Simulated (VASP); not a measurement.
# Zn (Fm-3m) in VASP: a series of runs

Zn is run at these levels: r2SCAN; tasks: single point, relaxation of cell and atoms.

All numbers are computed with VASP 6.6.1; they aren't measurements. Logs are shortened: lines on timing, memory, paths and dates and some standing lists are left out, and cuts for length are marked.

## (1) The cell of the first run

The structure is cubic, space group Fm-3m (No. 225). Conventional cell: a = 3.851 Å, b = 3.851 Å, c = 3.851 Å, α = 90.00°, β = 90.00°, γ = 90.00°. Zn (site symmetry m-3m) has 12 Zn at 2.72 Å within 3.6 Å.

This isn't the form of Zn at room conditions, which is hcp.

## (2) Single point, r2SCAN

The input, POSCAR:

```
Zn
1.0
    0.0000000000      1.9256700041      1.9256700041
    1.9256700041      0.0000000000      1.9256700041
    1.9256700041      1.9256700041      0.0000000000
Zn
1
Direct
    0.0000000000      0.0000000000      0.0000000000
```

The input, INCAR.step1:

```
ALGO     = Normal         # electronic algorithm
EDIFF    = 1E-5           # SCF threshold, eV
ENCUT    = 550            # plane-wave cutoff, eV
GGA      = PE             # functional
GGA_COMPAT= F            
ISMEAR   = 0              # smearing method
LASPH    = T              # aspherical terms in the spheres
LCHARG   = F              # write CHGCAR
LREAL    = F              # projectors in reciprocal space
LWAVE    = T              # write WAVECAR
NBANDS   = 12             # bands
NELM     = 120            # most SCF steps
PREC     = Accurate       # precision mode
SIGMA    = 0.1            # smearing width, eV
```

The input, INCAR.step2:

```
ALGO     = Normal         # electronic algorithm
EDIFF    = 1E-6           # SCF threshold, eV
ENCUT    = 550            # plane-wave cutoff, eV
GGA_COMPAT= F            
ISIF     = 2              # what is computed and relaxed
ISMEAR   = 0              # smearing method
ISTART   = 1            
LASPH    = T              # aspherical terms in the spheres
LCHARG   = T              # write CHGCAR
LELF     = T              # ELF
LMIXTAU  = T            
LREAL    = F              # projectors in reciprocal space
LVHAR    = T            
LWAVE    = F              # write WAVECAR
METAGGA  = R2SCAN         # meta-GGA
NBANDS   = 12             # bands
NELM     = 120            # most SCF steps
PREC     = Accurate       # precision mode
SIGMA    = 0.1            # smearing width, eV
```

The input, KPOINTS:

```
k-points
0
Gamma
  18 18 18
```

Potentials or basis: VASP PAW PBE potentials, release 64 (Zn).

Started as:

```
$ cat potpaw_PBE.64/Zn/POTCAR > POTCAR
$ cp INCAR.step1 INCAR
$ mpirun -np 1 vasp_std > vasp.out
$ cp INCAR.step2 INCAR
$ mpirun -np 1 vasp_std > vasp.out
```

OUTCAR:

```text
EDIFF = 1E-6
   ENCUT = 550
   ISIF = 2
   ISMEAR = 0
   ISTART = 1
   LASPH = T
   LREAL = F
   METAGGA = R2SCAN
   NELM = 120
   PREC = Accurate

 ion  position               nearest neighbor table
   1  0.000  0.000  0.000-

  LATTYP: Found a face centered cubic cell.
 ALAT       =     3.8513400082

  Lattice vectors:

 A1 = (   0.0000000000,   1.9256700041,   1.9256700041)
 A2 = (   1.9256700041,   0.0000000000,   1.9256700041)
 A3 = (   1.9256700041,   1.9256700041,   0.0000000000)

Analysis of symmetry for initial positions (statically):
=====================================================================
 Subroutine PRICEL returns:
 Original cell was already a primitive cell.

 Routine SETGRP: Setting up the symmetry group for a
 face centered cubic supercell.

 Subroutine GETGRP returns: Found 48 space group operations
 (whereof 48 operations were pure point group operations)
 out of a pool of 48 trial point group operations.

The static configuration has the point symmetry O_h .

Analysis of symmetry for dynamics (positions and initial velocities):
=====================================================================
 Subroutine PRICEL returns:
 Original cell was already a primitive cell.

 Routine SETGRP: Setting up the symmetry group for a
 face centered cubic supercell.

 Subroutine GETGRP returns: Found 48 space group operations
 (whereof 48 operations were pure point group operations)
 out of a pool of 48 trial point group operations.

The dynamic configuration has the point symmetry O_h .

 Subroutine INISYM returns: Found 48 space group operations
 (whereof 48 operations are pure point group operations),
 and found     1 'primitive' translations

----------------------------------------------------------------------------------------

                                     Primitive cell

  volume of cell :      14.2816

  direct lattice vectors                    reciprocal lattice vectors
     0.000000000  1.925670004  1.925670004    -0.259649888  0.259649888  0.259649888
     1.925670004  0.000000000  1.925670004     0.259649888 -0.259649888  0.259649888
     1.925670004  1.925670004  0.000000000     0.259649888  0.259649888 -0.259649888

  length of vectors
     2.723308636  2.723308636  2.723308636     0.449726797  0.449726797  0.449726797

  position of ions in fractional coordinates (direct lattice)
     0.000000000  0.000000000  0.000000000

  ion indices of the primitive-cell ions
   primitive index   ion index
                 1           1

----------------------------------------------------------------------------------------

 KPOINTS: k-points

Automatic generation of k-mesh.
 Grid dimensions read from file:
 generate k-points for:   18   18   18

 Generating k-lattice:

  Cartesian coordinates                     Fractional coordinates (reciprocal lattice)
    -0.014424994  0.014424994  0.014424994     0.055555556  0.000000000  0.000000000
     0.014424994 -0.014424994  0.014424994     0.000000000  0.055555556  0.000000000
     0.014424994  0.014424994 -0.014424994     0.000000000  0.000000000  0.055555556

  Length of vectors
     0.024984822  0.024984822  0.024984822

  Shift w.r.t. Gamma in fractional coordinates (k-lattice)
     0.000000000  0.000000000  0.000000000

 Subroutine IBZKPT returns following result:
 ===========================================

 Found    195 irreducible k-points:

 Following reciprocal coordinates:
            Coordinates               Weight
  0.000000  0.000000  0.000000      1.000000
  0.055556  0.000000  0.000000      8.000000
  0.111111  0.000000  0.000000      8.000000
  0.166667  0.000000  0.000000      8.000000
  0.222222  0.000000  0.000000      8.000000
  0.277778  0.000000  0.000000      8.000000
[... 16 lines left out ...]
 -0.277778  0.055556  0.000000     24.000000
 -0.222222  0.055556  0.000000     24.000000
 [... further k-points ...]
   k-points           NKPTS =    195   k-points in BZ     NKDIM =    195   number of bands    NBANDS=     12
   number of dos      NEDOS =    301   number of ions     NIONS =      1
   total plane-waves  NPLWV =  13824
   dimension x,y,z NGX =    24 NGY =   24 NGZ =   24
   dimension x,y,z NGXF=    48 NGYF=   48 NGZF=   48
   ions per type =               1
   NGX,Y,Z   is equivalent  to a cutoff of  14.65, 14.65, 14.65 a.u.
   NGXF,Y,Z  is equivalent  to a cutoff of  29.30, 29.30, 29.30 a.u.
 SYSTEM =  unknown system
   PREC   = accura    normal or accurate (medium, high low for compatibility)
   ISTART =      1    job   : 0-new  1-cont  2-samecut
   ICHARG =      0    charge: 1-file 2-atom 10-const
   ISPIN  =      1    spin polarized calculation?
   LNONCOLLINEAR =      F non collinear calculations
   LSORBIT =      F    spin-orbit coupling
   LASPH  =      T    aspherical Exc in radial PAW
   ENCUT  =  550.0 eV  40.42 Ry    6.36 a.u.   5.21  5.21  5.21*2*pi/ulx,y,z
   NELM   =    120;   NELMIN=  2; NELMDL=  0     # of ELM steps
   EDIFF  = 0.1E-05   stopping-criterion for ELM
   LREAL  =      F    real-space projection
[... 7 lines left out ...]
   TEBEG  =    0.0;   TEEND  =   0.0 temperature during run
   PSTRESS=    0.0 pullay stress
   NELECT =      12.0000    total number of electrons
   NUPDOWN=      -1.0000    fix difference up-down
   EMIN   =  10.00;   EMAX   =-10.00  energy-range for DOS
   EFERMI =   0.00;   METHOD = LEGACY
   ISMEAR =     0;   SIGMA  =   0.10  broadening in eV -4-tet -1-fermi 0-gaus
   EFERMI_NEDOS =   21; number of points for ismear=-14 and -15
   IALGO  =     38    algorithm
   IMIX   =      4    mixing-type and parameters
     AMIX     =   0.40;   BMIX     =  1.00
     AMIX_MAG =   1.60;   BMIX_MAG =  1.00
  volume/ion in A,a.u.               =      14.28        96.38
  Fermi-wavevector in a.u.,A,eV,Ry     =   1.544816  2.919279 32.469705  2.386456
  Thomas-Fermi vector in A             =   2.650283
   LORBIT       =      0    0 simple, 1 ext, 2 COOP (PROOUT), +10 PAW based schemes
   METAGGA = R2SCAN    functional components
   LHFCALC =     F    Hartree Fock is set to
   AEXX    =    0.0000 exact exchange contribution
   IVDW    =     0    specifies the selected vdW correction
   LEPSILON=     F    determine dielectric tensor
   LRPA    =     F    only Hartree local field effects (RPA)
 non-spin polarized calculation
 Gauss-broadening in eV      SIGMA  =   0.10
  energy-cutoff  :      550.00
  volume of cell :       14.28
 maximum number of plane-waves:       444
 NGX is ok and might be reduce to    24
   NGX = 11   NGY = 11   NGZ = 11

 number of electron      11.9999996 magnetization

 Free energy of the ion-electron system (eV)
  ---------------------------------------------------
  ext. energy  EPLUGINS =         0.00000000
  ---------------------------------------------------
  free energy    TOTEN  =        -8.86864195 eV

  energy without entropy =       -8.86705201  energy(sigma->0) =       -8.86784698

 E-fermi :   3.3525     XC(G=0): -13.0492

 val. band max:        3.3407312936   @ k =  -0.3889   0.3889   0.0556
 cond. band min:       3.3626459586   @ k =  -0.4444   0.2222   0.0000
 fundamental gap:      0.0219146650
 Fermi energy:         3.3524573531

 k-point     1 :       0.0000    0.0000    0.0000
  band No.  band energies     occupation
      1      -7.9515      2.00000
      2      -4.7139      2.00000
      3      -4.7139      2.00000
      4      -4.7139      2.00000
      5      -4.2822      2.00000
      6      -4.2822      2.00000
      7      23.5603      0.00000
      8      23.6410      0.00000
      9      23.6410      0.00000
     10      23.6410      0.00000
     11      26.0214      0.00000
     12      26.0214      0.00000

 k-point     2 :       0.0556    0.0000    0.0000
  band No.  band energies     occupation
      1      -7.8495      2.00000
      2      -4.7236      2.00000
      3      -4.7017      2.00000
      4      -4.7017      2.00000
      5      -4.2859      2.00000
      6      -4.2859      2.00000
      7      21.4594      0.00000
      8      23.2265      0.00000
      9      23.2265      0.00000
     10      23.5482      0.00000
     11      26.6124      0.00000
     12      26.6124      0.00000

 k-point     3 :       0.1111    0.0000    0.0000
  band No.  band energies     occupation
      1      -7.5478      2.00000
      2      -4.7466      2.00000
      3      -4.6702      2.00000
      4      -4.6702      2.00000
      5      -4.2927      2.00000
      6      -4.2927      2.00000
      7      18.4812      0.00000
      8      22.4964      0.00000
      9      22.4964      0.00000
     10      23.4414      0.00000
     11      27.8695      0.00000
     12      27.8695      0.00000
[... 286 lines left out ...]
 k-point    23 :      -0.2778    0.0556    0.0000
  band No.  band energies     occupation
      1      -5.7254      2.00000
      2      -4.6548      2.00000
      3      -4.6267      2.00000
      4      -4.3713      2.00000
      5      -4.2136      2.00000
      6      -3.8694      2.00000
      7       9.3345      0.00000
      8      18.4463      0.00000
      9      22.0171      0.00000
     10      23.1541      0.00000
     11      24.9894      0.00000
     12      26.2922      0.00000

 k-point    24 :      -0.2222    0.0556    0.0000
  band No.  band energies     occupation
      1      -6.1743      2.00000
      2      -4.7158      2.00000
      3      -4.6045      2.00000
      4      -4.5936      2.00000
      5      -4.2924      2.00000
      6      -4.1274      2.00000
      7      11.9261      0.00000
      8      18.7252      0.00000
      9      22.6209      0.00000
     10      23.6704      0.00000
     11      26.0238      0.00000
     12      26.8480      0.00000

 [... further k-points ...]
[... 5 lines left out ...]
  --------------------------------------------------------------------------------------
  -------------------------------------------------------------------------------------
  Total        0.0367778      0.0367778      0.0367778      0.0000000     -0.0000000      0.0000000
  in kB        4.1259228      4.1259228      4.1259228      0.0000000     -0.0000000      0.0000000
  external PRESSURE =       4.1259228 kB  Pullay stress =       0.0000000 kB

 VOLUME and BASIS-vectors are now :
 -----------------------------------------------------------------------------
  energy-cutoff  :      550.00
  volume of cell :       14.28
      direct lattice vectors                 reciprocal lattice vectors
     0.000000000  1.925670004  1.925670004    -0.259649888  0.259649888  0.259649888
     1.925670004  0.000000000  1.925670004     0.259649888 -0.259649888  0.259649888
     1.925670004  1.925670004  0.000000000     0.259649888  0.259649888 -0.259649888

 POSITION                                       TOTAL-FORCE (eV/Angst)
 -----------------------------------------------------------------------------------
      0.00000      0.00000      0.00000         0.000000     -0.000000      0.000000
 -----------------------------------------------------------------------------------
    total drift:                                0.000000      0.000000      0.000000

  FREE ENERGIE OF THE ION-ELECTRON SYSTEM (eV)
  ---------------------------------------------------
  free  energy   TOTEN  =        -8.8686419540 eV

  energy  without entropy=       -8.8670520053  energy(sigma->0) =       -8.86784698
```

Wall time 5.4 min (1 thread of Intel Xeon 8259CL, shared host); peak memory 0.14 GiB.

Results:

* Free energy: -8.8686 eV
* Pressure: 0.4 GPa
* Band gap on the k mesh: zero (bands 6 and 7 overlap by 3.03 eV)

Levels at points of the mesh, in eV from the Fermi level:
| k point | band 4 | band 5 | band 6 | band 7 | band 8 | band 9 |
| --- | --- | --- | --- | --- | --- | --- |
| (0.00, 0.00, 0.00) | -8.07 | -7.63 | -7.63 | 20.21 | 20.29 | 20.29 |
| (0.50, 0.00, 0.00) | -7.31 | -7.31 | -3.32 | -1.21 | 16.97 | 16.97 |
| (0.50, 0.50, 0.00) | -7.23 | -7.23 | -1.22 | 2.20 | 9.31 | 9.31 |

Caveat: the PAW data sets were made with another functional, which shifts forces and pressure a little.

## (3) Relaxation of cell and atoms, r2SCAN

This run uses another cell than the first one, of 14.31 Å³/atom.

The input, POSCAR:

```
Zn
1.0
    0.0000000000      1.9269603759      1.9269603759
    1.9269603759      0.0000000000      1.9269603759
    1.9269603759      1.9269603759      0.0000000000
Zn
1
Direct
    0.0000000000      0.0000000000      0.0000000000
```

The input, INCAR.step1:

```
ALGO = Normal
EDIFF = 1E-5
EDIFFG = -0.005
ENCUT = 550
GGA = PE
GGA_COMPAT = F
IBRION = 2
ISIF = 3
ISMEAR = 0
LASPH = T
LCHARG = F
LREAL = F
LWAVE = T
NELM = 120
NELMIN = 4
NSW = 100
PREC = Accurate
SIGMA = 0.1
```

The input, INCAR.step2:

```
ALGO = Normal
EDIFF = 1E-7
EDIFFG = -0.01
ENCUT = 550
GGA_COMPAT = F
IBRION = 2
ISIF = 3
ISMEAR = 0
ISTART = 1
LASPH = T
LCHARG = F
LMIXTAU = T
LREAL = F
LWAVE = F
METAGGA = R2SCAN
NELM = 120
NELMIN = 4
NSW = 100
PREC = Accurate
SIGMA = 0.1
```

KPOINTS is that of step 2.

Potentials or basis: VASP PAW PBE potentials, release 64 (Zn).

Started as:

```
$ cat potpaw_PBE.64/Zn/POTCAR > POTCAR
$ cp INCAR.step1 INCAR
$ mpirun -np 1 vasp_std > vasp.out
$ cp INCAR.step2 INCAR
$ mpirun -np 1 vasp_std > vasp.out
```

Wall time 20 min (1 thread of Intel Xeon 8259CL, shared host); peak memory 0.14 GiB.

It converged, with:

* Free energy: -8.8687 eV
* Relaxed volume: 14.35 Å³/atom
* Relaxed cell: a = 2.727 Å, b = 2.727 Å, c = 2.727 Å, α = 60.00°, β = 60.00°, γ = 60.00°
* Space group after relaxing (to 0.1 Å): Fm-3m (No. 225)
* Energy gained by relaxing: 0.0 meV/atom
* Ionic steps: 5
* Pressure after relaxing: 0.0 GPa
* Band gap on the k mesh: zero (bands 6 and 7 overlap by 3.04 eV)

Final structure:
```xyz
1
Lattice="0.0000 1.9286 1.9286 1.9286 0.0000 1.9286 1.9286 1.9286 0.0000" Properties=species:S:1:pos:R:3 pbc="T T T"
Zn    0.0000    0.0000    0.0000
```

Levels at points of the mesh, in eV from the Fermi level:
```
           k point  band 2  band 3  band 4  band 5  band 6  band 7  band 8  band 9  band 10
(0.00, 0.00, 0.00)   -8.05   -8.05   -8.05   -7.62   -7.62   20.18   20.22   20.22    20.22
(0.50, 0.00, 0.00)   -8.06   -8.06   -7.30   -7.30   -3.30   -1.22   16.91   16.91    18.74
(0.50, 0.50, 0.00)   -8.76   -7.32   -7.22   -7.22   -1.20    2.19    9.29    9.29    12.78
```

Caveat: the PAW data sets were made with another functional, which shifts forces and pressure a little.

The gap in the log of VASP goes by the Fermi energy; the results here count the filled bands.